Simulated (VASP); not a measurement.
Ir, 1 atom in the cell. Symmetry: Fm-3m, No. 225, cubic system. Conventional cell: a = 3.831 Å, b = 3.831 Å, c = 3.831 Å, α = 90.00°, β = 90.00°, γ = 90.00°. Ir (site symmetry m-3m) has 12 Ir at 2.71 Å within 3.6 Å. 

- Program: VASP 6.6.1
- Task: single point
- Functional: revPBE
- Potentials or basis: VASP PAW PBE potentials, release 64 (Ir_sv_GW)
- Cutoff: 420 eV
- k mesh: 12 × 12 × 12
- Occupations: fermi-dirac, width 0.05 eV
- Spin: no spin polarisation
- Hubbard terms: Ir d U = 5.3 eV
- Dipole correction: no
- k mesh for the DOS: 18 × 18 × 18
- Occupations for the DOS: tetrahedron
- Further INCAR settings: ALGO = Normal; EDIFF = 1e-06

Potentials or basis: VASP PAW PBE potentials, release 64 (Ir_sv_GW).

The run is started by

```bash
$ cat potpaw_PBE.64/Ir_sv_GW/POTCAR > POTCAR
$ cp INCAR.step1 INCAR
$ cp KPOINTS.step1 KPOINTS
$ mpirun -np 1 vasp_std > vasp.out
$ cp INCAR.step2 INCAR
$ cp KPOINTS.step2 KPOINTS
$ mpirun -np 1 vasp_std > vasp.out
```

Hardware: 1 thread of AMD EPYC 7R43 64-Core Processor (Zen 3) (shared host).

Problem. Estimate the wall time of this run.

Solution. It took 35 s on 1 thread of AMD EPYC 7R43 64-Core Processor (Zen 3) (shared host), peak memory 0.11 GiB. Counts: k points 195.
